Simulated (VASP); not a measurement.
# BN (P6_3mc) in VASP: single point with r2SCAN

Aim: the single point of BN with r2SCAN.

All numbers are computed with VASP 6.6.1; they aren't measurements. Logs are shortened: lines on timing, memory, paths and dates and some standing lists are left out, and cuts for length are marked.

## 1. The cell of the first run

The structure is hexagonal, space group P6_3mc (No. 186). The conventional cell has a = 2.569 Å, b = 2.569 Å, c = 4.249 Å, α = 90.00°, β = 90.00°, γ = 120.00°. Within 2.1 Å of B (site symmetry 3m) lie 4 N at 1.58 to 1.59 Å. Within 2.1 Å of N (site symmetry 3m) lie 4 B at 1.58 to 1.59 Å.

## 2. Single point, r2SCAN (6.07 Å³/atom)

The input, POSCAR:

```
BN
1.0
    2.5691385665      0.0000000000      0.0000000000
   -1.2845692832      2.2249392645      0.0000000000
    0.0000000000      0.0000000000      4.2494810440
B N
2 2
Direct
    0.6666666667      0.3333333333      0.0002035746
    0.3333333333      0.6666666667      0.5002035746
    0.6666666667      0.3333333333      0.3747964254
    0.3333333333      0.6666666667      0.8747964254
```

The input, INCAR.step1:

```
SYSTEM = BN
ALGO = Normal
EDIFF = 1E-5
ENCUT = 1460
GGA = PE
GGA_COMPAT = .FALSE.
ISMEAR = 0
LASPH = .TRUE.
LCHARG = .FALSE.
LREAL = .FALSE.
LWAVE = .TRUE.
NBANDS = 16
NELM = 120
PREC = Accurate
SIGMA = 0.01
```

The input, INCAR.step2:

```
SYSTEM = BN
ALGO = Normal
EDIFF = 1E-6
ENCUT = 1460
GGA_COMPAT = .FALSE.
ISIF = 2
ISMEAR = 0
ISTART = 1
LASPH = .TRUE.
LCHARG = .TRUE.
LELF = .TRUE.
LMIXTAU = .TRUE.
LREAL = .FALSE.
LVHAR = .TRUE.
LWAVE = .FALSE.
METAGGA = R2SCAN
NBANDS = 16
NELM = 120
PREC = Accurate
SIGMA = 0.01
```

The input, KPOINTS:

```
k-points
0
G
  9 9 6
  0 0 0
```

Potentials or basis: VASP PAW PBE potentials, release 64 (B_h, N_h).

Launch:

```sh
cat potpaw_PBE.64/B_h/POTCAR potpaw_PBE.64/N_h/POTCAR > POTCAR
cp INCAR.step1 INCAR
mpirun -np 1 vasp_std > vasp.out
cp INCAR.step2 INCAR
mpirun -np 1 vasp_std > vasp.out
```

OUTCAR:

```text
SYSTEM = BN
   EDIFF = 1E-6
   ENCUT = 1460
   ISIF = 2
   ISMEAR = 0
   ISTART = 1
   LASPH = .TRUE.
   LREAL = .FALSE.
   METAGGA = R2SCAN
   NELM = 120
   PREC = Accurate

 ion  position               nearest neighbor table
   1  0.667  0.333  0.000-
   2  0.333  0.667  0.500-
   3  0.667  0.333  0.375-
   4  0.333  0.667  0.875-

  LATTYP: Found a hexagonal cell.
 ALAT       =     2.5691385665
 C/A-ratio  =     1.6540489872

  Lattice vectors:

 A1 = (   2.5691385665,   0.0000000000,   0.0000000000)
 A2 = (  -1.2845692832,   2.2249392645,   0.0000000000)
 A3 = (   0.0000000000,   0.0000000000,   4.2494810440)

Analysis of symmetry for initial positions (statically):
=====================================================================
 Subroutine PRICEL returns:
 Original cell was already a primitive cell.

 Routine SETGRP: Setting up the symmetry group for a
 hexagonal supercell.

 Subroutine GETGRP returns: Found 12 space group operations
 (whereof  6 operations were pure point group operations)
 out of a pool of 24 trial point group operations.

The static configuration has the point symmetry C_3v.
 The point group associated with its full space group is C_6v.

Analysis of symmetry for dynamics (positions and initial velocities):
=====================================================================
 Subroutine PRICEL returns:
 Original cell was already a primitive cell.

 Routine SETGRP: Setting up the symmetry group for a
 hexagonal supercell.

 Subroutine GETGRP returns: Found 12 space group operations
 (whereof  6 operations were pure point group operations)
 out of a pool of 24 trial point group operations.

The dynamic configuration has the point symmetry C_3v.
 The point group associated with its full space group is C_6v.

 Subroutine INISYM returns: Found 12 space group operations
 (whereof  6 operations are pure point group operations),
 and found     1 'primitive' translations

----------------------------------------------------------------------------------------

                                     Primitive cell

  volume of cell :      24.2908

[... 87 lines left out ...]
   LNONCOLLINEAR =      F non collinear calculations
   LSORBIT =      F    spin-orbit coupling
   LASPH  =      T    aspherical Exc in radial PAW
   ENCUT  = 1460.0 eV 107.31 Ry   10.36 a.u.   8.00  8.00 13.24*2*pi/ulx,y,z
   NELM   =    120;   NELMIN=  2; NELMDL=  0     # of ELM steps
   EDIFF  = 0.1E-05   stopping-criterion for ELM
   LREAL  =      F    real-space projection
   EDIFFG = 0.1E-04   stopping-criterion for IOM
   NSW    =      0    number of steps for IOM
   IBRION =     -1    ionic relax: 0-MD 1-quasi-New 2-CG
   NFREE  =      0    steps in history (QN), initial steepest desc. (CG)
   ISIF   =      2    stress and relaxation
   ISYM   =      2    0-nonsym 1-usesym 2-fastsym
   POTIM  = 0.5000    time-step for ionic-motion
   TEBEG  =    0.0;   TEEND  =   0.0 temperature during run
   PSTRESS=    0.0 pullay stress
   NELECT =      16.0000    total number of electrons
   NUPDOWN=      -1.0000    fix difference up-down
   EMIN   =  10.00;   EMAX   =-10.00  energy-range for DOS
   EFERMI =   0.00;   METHOD = LEGACY
   ISMEAR =     0;   SIGMA  =   0.01  broadening in eV -4-tet -1-fermi 0-gaus
   EFERMI_NEDOS =   21; number of points for ismear=-14 and -15
   IALGO  =     38    algorithm
   IMIX   =      4    mixing-type and parameters
     AMIX     =   0.40;   BMIX     =  1.00
     AMIX_MAG =   1.60;   BMIX_MAG =  1.00
  volume/ion in A,a.u.               =       6.07        40.98
  Fermi-wavevector in a.u.,A,eV,Ry     =   1.424408  2.691740 27.605366  2.028937
  Thomas-Fermi vector in A             =   2.544902
   LORBIT       =      0    0 simple, 1 ext, 2 COOP (PROOUT), +10 PAW based schemes
   METAGGA = R2SCAN    functional components
   LHFCALC =     F    Hartree Fock is set to
   AEXX    =    0.0000 exact exchange contribution
   IVDW    =     0    specifies the selected vdW correction
   LEPSILON=     F    determine dielectric tensor
   LRPA    =     F    only Hartree local field effects (RPA)
 non-spin polarized calculation
 Gauss-broadening in eV      SIGMA  =   0.01
  energy-cutoff  :     1460.00
  volume of cell :       24.29
 maximum number of plane-waves:      3114
   NGX = 17   NGY = 17   NGZ = 27

 number of electron      16.0000000 magnetization

 Free energy of the ion-electron system (eV)
  ---------------------------------------------------
  ext. energy  EPLUGINS =         0.00000000
  ---------------------------------------------------
  free energy    TOTEN  =       -38.30443828 eV

  energy without entropy =      -38.30443828  energy(sigma->0) =      -38.30443828

 E-fermi :   8.7367     XC(G=0): -13.5977

 val. band max:        8.6958777788   @ k =   0.0000   0.0000   0.0000
 cond. band min:      14.4677506183   @ k =   0.3333   0.3333   0.0000
 fundamental gap:      5.7718728395
 Fermi energy:         8.7367409406

 k-point     1 :       0.0000    0.0000    0.0000
  band No.  band energies     occupation
      1     -12.4436      2.00000
      2      -8.3449      2.00000
      3      -2.3422      2.00000
      4       6.5546      2.00000
      5       6.5546      2.00000
      6       8.4350      2.00000
[... 433 lines left out ...]
      3      -0.3659      2.00000
      4       0.6775      2.00000
      5       0.6775      2.00000
      6       2.8456      2.00000
[... 8 lines left out ...]
     15      25.4574      0.00000
     16      25.4574      0.00000

 [... further k-points ...]

------------------------ aborting loop because EDIFF is reached ----------------------------------------

  FORCE on cell =-STRESS in cart. coord.  units (eV):
  Direction    XX          YY          ZZ          XY          YZ          ZX
  --------------------------------------------------------------------------------------
  -------------------------------------------------------------------------------------
  Total       -1.7202912     -1.7202912     -1.7374503     -0.0000000      0.0000000      0.0000000
  in kB     -113.4673654   -113.4673654   -114.5991500     -0.0000000      0.0000000      0.0000000
  external PRESSURE =    -113.8446269 kB  Pullay stress =       0.0000000 kB

 VOLUME and BASIS-vectors are now :
 -----------------------------------------------------------------------------
  energy-cutoff  :     1460.00
  volume of cell :       24.29
      direct lattice vectors                 reciprocal lattice vectors
     2.569138566  0.000000000  0.000000000     0.389235525  0.224725235  0.000000000
    -1.284569283  2.224939265  0.000000000     0.000000000  0.449450471  0.000000000
     0.000000000  0.000000000  4.249481044     0.000000000  0.000000000  0.235322852

 POSITION                                       TOTAL-FORCE (eV/Angst)
 -----------------------------------------------------------------------------------
      1.28457      0.74165      0.00087        -0.000000     -0.000000     -0.021743
     -0.00000      1.48329      2.12561         0.000000      0.000000     -0.021743
      1.28457      0.74165      1.59269         0.000000      0.000000      0.021743
     -0.00000      1.48329      3.71743         0.000000     -0.000000      0.021743
 -----------------------------------------------------------------------------------
    total drift:                               -0.000000     -0.000000      0.006695

  FREE ENERGIE OF THE ION-ELECTRON SYSTEM (eV)
  ---------------------------------------------------
  free  energy   TOTEN  =       -38.3044382766 eV

  energy  without entropy=      -38.3044382766  energy(sigma->0) =      -38.30443828
```

OUTCAR.step1:

```text
SYSTEM = BN
   EDIFF = 1E-5
   ENCUT = 1460
   GGA = PE
   ISMEAR = 0
   LASPH = .TRUE.
   LREAL = .FALSE.
   NELM = 120
[... 685 lines left out ...]
     -0.00000      1.48329      2.12561        -0.000000      0.000000     -0.016016
      1.28457      0.74165      1.59269         0.000000      0.000000      0.016016
     -0.00000      1.48329      3.71743        -0.000000      0.000000      0.016016
 -----------------------------------------------------------------------------------
    total drift:                               -0.000000     -0.000000     -0.000314

  FREE ENERGIE OF THE ION-ELECTRON SYSTEM (eV)
  ---------------------------------------------------
  free  energy   TOTEN  =       -34.8655622002 eV

  energy  without entropy=      -34.8655622002  energy(sigma->0) =      -34.86556220
```

Wall time 2.4 min (1 thread of Intel Xeon Platinum 8375C at 2.90GHz (Ice Lake), shared host); peak memory 0.27 GiB.

Results:

- Free energy: -38.3044 eV
- Pressure: -11.4 GPa
- Largest force: 0.022 eV/Å
- Band gap on the k mesh: 5.77 eV (least direct gap 8.83 eV)

Forces in eV/Å, atoms in the order of the input:
```
B    0.000  0.000 -0.022
B    0.000  0.000 -0.022
N    0.000  0.000  0.022
N    0.000  0.000  0.022
```

Caveat: the cell stands under tension; the PAW data sets were made with another functional, which shifts forces and pressure a little. A k mesh can miss the band edges.
